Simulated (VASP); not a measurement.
# AlNi (P4/mmm) in VASP: further runs

The runs below take AlNi through single point, with PBEsol.

Program: VASP 6.6.1. These are calculated values, not measurements. Logs are shortened: lines on timing, memory, paths and dates and some standing lists are left out, and cuts for length are marked.

### Step 1. The cell of the first run

It takes space group P4/mmm (No. 123, tetragonal). The conventional cell has a = 3.326 Å, b = 3.326 Å, c = 2.162 Å, α = 90.00°, β = 90.00°, γ = 90.00°. Al (site symmetry 4/mmm) has 2 Al at 2.16 Å and 8 Ni at 2.59 Å within 2.9 Å. Within 2.9 Å of Ni (site symmetry 4/mmm) lie 2 Ni at 2.16 Å and 8 Al at 2.59 Å.

### Step 2. Single point, PBEsol

INCAR reads:

```
  ALGO = Fast
  EDIFF = 1E-6
  ENCUT = 520
  GGA = PS
  ISIF = 2
  ISMEAR = 0
  LASPH = True
  LCHARG = False
  LREAL = False
  LWAVE = False
  NBANDS = 14
  NELM = 100
  PREC = Accurate
  SIGMA = 0.15
```

KPOINTS reads:

```
k-points
0
Gamma
  18 18 18
```

POSCAR reads:

```
AlNi
1.0
    3.3258715547      0.0000000000      0.0000000000
    0.0000000000      3.3258715547      0.0000000000
    0.0000000000      0.0000000000      2.1618165105
Al Ni
1 1
Direct
    0.0000000000      0.0000000000      0.0000000000
    0.5000000000      0.5000000000      0.5000000000
```

Potentials or basis: VASP PAW PBE potentials, release 64 (Al, Ni).

Command:

```console
$ cat potpaw_PBE.64/Al/POTCAR potpaw_PBE.64/Ni/POTCAR > POTCAR
$ mpirun -np 1 vasp_std > vasp.out
```

OUTCAR:

```text
EDIFF = 1E-6
   ENCUT = 520
   GGA = PS
   ISIF = 2
   ISMEAR = 0
   LASPH = True
   LREAL = False
   NELM = 100
   PREC = Accurate

 ion  position               nearest neighbor table
   1  0.000  0.000  0.000-   2 2.59   2 2.59   2 2.59   2 2.59   2 2.59   2 2.59   2 2.59   2 2.59

   2  0.500  0.500  0.500-   1 2.59   1 2.59   1 2.59   1 2.59   1 2.59   1 2.59   1 2.59   1 2.59

  LATTYP: Found a simple tetragonal cell.
 ALAT       =     3.3258715547
 C/A-ratio  =     0.6500000000

  Lattice vectors:

 A1 = (   3.3258715547,   0.0000000000,   0.0000000000)
 A2 = (   0.0000000000,   3.3258715547,   0.0000000000)
 A3 = (   0.0000000000,   0.0000000000,   2.1618165105)

Analysis of symmetry for initial positions (statically):
=====================================================================
 Subroutine PRICEL returns:
 Original cell was already a primitive cell.

 Routine SETGRP: Setting up the symmetry group for a
 simple tetragonal supercell.

 Subroutine GETGRP returns: Found 16 space group operations
 (whereof 16 operations were pure point group operations)
 out of a pool of 16 trial point group operations.

The static configuration has the point symmetry D_4h.

Analysis of symmetry for dynamics (positions and initial velocities):
=====================================================================
 Subroutine PRICEL returns:
 Original cell was already a primitive cell.

 Routine SETGRP: Setting up the symmetry group for a
 simple tetragonal supercell.

 Subroutine GETGRP returns: Found 16 space group operations
 (whereof 16 operations were pure point group operations)
 out of a pool of 16 trial point group operations.

The dynamic configuration has the point symmetry D_4h.

 Subroutine INISYM returns: Found 16 space group operations
 (whereof 16 operations are pure point group operations),
 and found     1 'primitive' translations

----------------------------------------------------------------------------------------

                                     Primitive cell

  volume of cell :      23.9128

  direct lattice vectors                    reciprocal lattice vectors
     3.325871555  0.000000000  0.000000000     0.300673067  0.000000000  0.000000000
     0.000000000  3.325871555  0.000000000     0.000000000  0.300673067  0.000000000
     0.000000000  0.000000000  2.161816511     0.000000000  0.000000000  0.462573949

  length of vectors
[... 91 lines left out ...]
   TEBEG  =    0.0;   TEEND  =   0.0 temperature during run
   PSTRESS=    0.0 pullay stress
   NELECT =      13.0000    total number of electrons
   NUPDOWN=      -1.0000    fix difference up-down
   EMIN   =  10.00;   EMAX   =-10.00  energy-range for DOS
   EFERMI =   0.00;   METHOD = LEGACY
   ISMEAR =     0;   SIGMA  =   0.15  broadening in eV -4-tet -1-fermi 0-gaus
   EFERMI_NEDOS =   21; number of points for ismear=-14 and -15
   IALGO  =     68    algorithm
   IMIX   =      4    mixing-type and parameters
     AMIX     =   0.40;   BMIX     =  1.00
     AMIX_MAG =   1.60;   BMIX_MAG =  1.00
  volume/ion in A,a.u.               =      11.96        80.69
  Fermi-wavevector in a.u.,A,eV,Ry     =   1.336122  2.524904 24.289410  1.785221
  Thomas-Fermi vector in A             =   2.464773
   LORBIT       =      0    0 simple, 1 ext, 2 COOP (PROOUT), +10 PAW based schemes
   GGA     = PS    functional components
   LHFCALC =     F    Hartree Fock is set to
   AEXX    =    0.0000 exact exchange contribution
   IVDW    =     0    specifies the selected vdW correction
   LEPSILON=     F    determine dielectric tensor
   LRPA    =     F    only Hartree local field effects (RPA)
 non-spin polarized calculation
 RMM-DIIS sequential band-by-band and
 Gauss-broadening in eV      SIGMA  =   0.15
  energy-cutoff  :      520.00
  volume of cell :       23.91
 maximum number of plane-waves:       680
 NGX is ok and might be reduce to    28

 number of electron      13.0000002 magnetization

 Free energy of the ion-electron system (eV)
  ---------------------------------------------------
  ext. energy  EPLUGINS =         0.00000000
  ---------------------------------------------------
  free energy    TOTEN  =        -9.68604937 eV

  energy without entropy =       -9.67498775  energy(sigma->0) =       -9.68051856

 E-fermi :   9.7496     XC(G=0): -12.1218

 val. band max:        9.7469797582   @ k =   0.4444   0.2778   0.4444
 cond. band min:       9.7531301677   @ k =   0.2222   0.2222   0.0556
 fundamental gap:      0.0061504095
 Fermi energy:         9.7495738528

 k-point     1 :       0.0000    0.0000    0.0000
  band No.  band energies     occupation
      1      -1.3330      2.00000
      2       5.8297      2.00000
      3       6.4544      2.00000
      4       7.5937      2.00000
      5       9.3518      1.99982
      6       9.3518      1.99982
      7      10.8879      0.00000
      8      10.8879      0.00000
      9      14.4623      0.00000
     10      15.9488      0.00000
     11      24.5930      0.00000
     12      25.1082      0.00000
     13      25.1082      0.00000
     14      27.5150      0.00000
[... 377 lines left out ...]
      1       0.2814      2.00000
      2       4.3563      2.00000
      3       6.0818      2.00000
      4       6.7714      2.00000
      5       8.4321      2.00000
      6       9.3047      1.99997
      7       9.3514      1.99983
      8      11.8028      0.00000
      9      15.6478      0.00000
     10      17.7917      0.00000
     11      22.1481      0.00000
     12      22.8244      0.00000
     13      30.8683      0.00000
     14      30.8820      0.00000

 [... further k-points ...]

------------------------ aborting loop because EDIFF is reached ----------------------------------------

  FORCE on cell =-STRESS in cart. coord.  units (eV):
  Direction    XX          YY          ZZ          XY          YZ          ZX
  --------------------------------------------------------------------------------------
  -------------------------------------------------------------------------------------
  Total       -2.6194080     -2.6194080     15.6374165      0.0000000     -0.0000000      0.0000000
  in kB     -175.5027635   -175.5027635   1047.7213934      0.0000000     -0.0000000      0.0000000
  external PRESSURE =     232.2386222 kB  Pullay stress =       0.0000000 kB

 VOLUME and BASIS-vectors are now :
 -----------------------------------------------------------------------------
  energy-cutoff  :      520.00
  volume of cell :       23.91
      direct lattice vectors                 reciprocal lattice vectors
     3.325871555  0.000000000  0.000000000     0.300673067  0.000000000  0.000000000
     0.000000000  3.325871555  0.000000000     0.000000000  0.300673067  0.000000000
     0.000000000  0.000000000  2.161816511     0.000000000  0.000000000  0.462573949

 POSITION                                       TOTAL-FORCE (eV/Angst)
 -----------------------------------------------------------------------------------
      0.00000      0.00000      0.00000         0.000000      0.000000      0.000000
      1.66294      1.66294      1.08091         0.000000      0.000000      0.000000
 -----------------------------------------------------------------------------------
    total drift:                                0.000000      0.000000      0.000000

  FREE ENERGIE OF THE ION-ELECTRON SYSTEM (eV)
  ---------------------------------------------------
  free  energy   TOTEN  =        -9.6860493730 eV

  energy  without entropy=       -9.6749877538  energy(sigma->0) =       -9.68051856
```

stdout:

```text
POSCAR found type information on POSCAR AlNi
 POSCAR found :  2 types and       2 ions
 scaLAPACK will be used
 -----------------------------------------------------------------------------
|                                                                             |
|                                                                             |
|     You enforced a specific xc type in the INCAR file but a different       |
|     I HOPE YOU KNOW WHAT YOU ARE DOING!                                     |
|                                                                             |
 -----------------------------------------------------------------------------

 LDA part: xc-table for (Slater+PW92), standard interpolation
 POSCAR, INCAR and KPOINTS ok, starting setup
 FFT: planning ... GRIDC
 FFT: planning ... GRID_SOFT
 FFT: planning ... GRID
 WAVECAR not read
 entering main loop
WARNING in EDDRMM: call to ZHEGV failed, returncode =   6  3     14
WARNING in EDDRMM: call to ZHEGV failed, returncode =   8  4     13
```

Run time: 4.5 min. Hardware: 1 thread of Intel Xeon 8259CL, shared host; peak memory 0.3 GiB.

Results:

```yaml
Free_energy: -9.6860 eV
Pressure: 23.2 GPa
Band_gap_on_the_k_mesh: zero (an odd number of electrons rules out a gap without spin polarisation)
```

Stress tensor (GPa, compression positive):
```
-17.55   0.00   0.00
  0.00 -17.55   0.00
  0.00   0.00 104.77
```

Levels at points of the mesh, in eV from the Fermi level:
| k point | band 3 | band 4 | band 5 | band 6 | band 7 | band 8 | band 9 | band 10 |
| --- | --- | --- | --- | --- | --- | --- | --- | --- |
| (0.00, 0.00, 0.00) | -3.30 | -2.16 | -0.40 | -0.40 | 1.14 | 1.14 | 4.71 | 6.20 |
| (0.50, 0.00, 0.00) | -3.65 | -2.99 | -1.44 | -0.46 | -0.39 | 5.28 | 5.30 | 5.88 |
| (0.50, 0.50, 0.00) | -4.34 | -4.34 | -1.46 | -1.00 | -0.45 | -0.45 | 0.23 | 16.08 |
| (0.00, 0.00, 0.50) | -3.10 | -2.74 | -1.82 | -1.48 | 1.48 | 7.71 | 7.71 | 9.84 |
| (0.50, 0.00, 0.50) | -2.25 | -2.18 | -1.86 | -0.80 | 0.26 | 4.03 | 4.32 | 10.72 |
| (0.50, 0.50, 0.50) | -3.33 | -1.06 | -0.29 | 1.96 | 2.97 | 2.97 | 3.68 | 4.89 |

Caveat: the cell stands under pressure; the PAW data sets were made with another functional, which shifts forces and pressure a little.

### Step 3. Single point, PBEsol

This run uses another cell than the first one, of the same volume but with other edges.

INCAR reads:

```
PREC = Accurate
ENCUT = 520
EDIFF = 1E-7
ISMEAR = 0
SIGMA = 0.15
LREAL = False
LASPH = True
NELM = 100
ALGO = Fast
ISIF = 2
LWAVE = False
LCHARG = True
GGA = PS
LELF = True
LVHAR = True
NBANDS = 14
```

KPOINTS reads:

```
regular mesh
0
Gamma
  18 18 18
```

POSCAR reads:

```
AlNi
1.0
    2.5167853189      0.0000000000      0.0000000000
    0.0000000000      2.5167853189      0.0000000000
    0.0000000000      0.0000000000      3.7751779784
Al Ni
1 1
Direct
    0.0000000000      0.0000000000      0.0000000000
    0.5000000000      0.5000000000      0.5000000000
```

Potentials or basis: VASP PAW PBE potentials, release 64 (Al, Ni).

Command:

```console
$ cat potpaw_PBE.64/Al/POTCAR potpaw_PBE.64/Ni/POTCAR > POTCAR
$ mpirun -np 1 vasp_std > vasp.out
```

Run time: 3.8 min. Hardware: 1 thread of Intel Xeon 8259CL, shared host; peak memory 0.3 GiB.

The run converged. Its results:

```
Free energy            : -11.1394 eV
Pressure               : 0.5 GPa
Band gap on the k mesh : zero (an odd number of electrons rules out a gap without spin polarisation)
```

Stress tensor (GPa, compression positive):
```
 10.47   0.00   0.00
  0.00  10.47   0.00
  0.00   0.00 -19.46
```

Levels at points of the mesh, in eV from the Fermi level:
```csv
k point,band 5,band 6,band 7,band 8,band 9,band 10
"(0.00, 0.00, 0.00)",-1.42,-1.42,-0.74,3.06,9.63,10.90
"(0.50, 0.00, 0.00)",-1.54,-1.25,0.22,4.01,5.57,6.72
"(0.50, 0.50, 0.00)",-0.82,-0.82,-0.25,3.31,4.88,8.63
"(0.00, 0.00, 0.50)",-1.50,-1.50,-0.73,9.30,10.34,13.16
"(0.50, 0.00, 0.50)",-1.94,-1.53,-1.32,1.03,1.88,14.69
"(0.50, 0.50, 0.50)",-0.25,1.83,3.02,3.02,3.17,3.17
```

Caveat: the PAW data sets were made with another functional, which shifts forces and pressure a little.
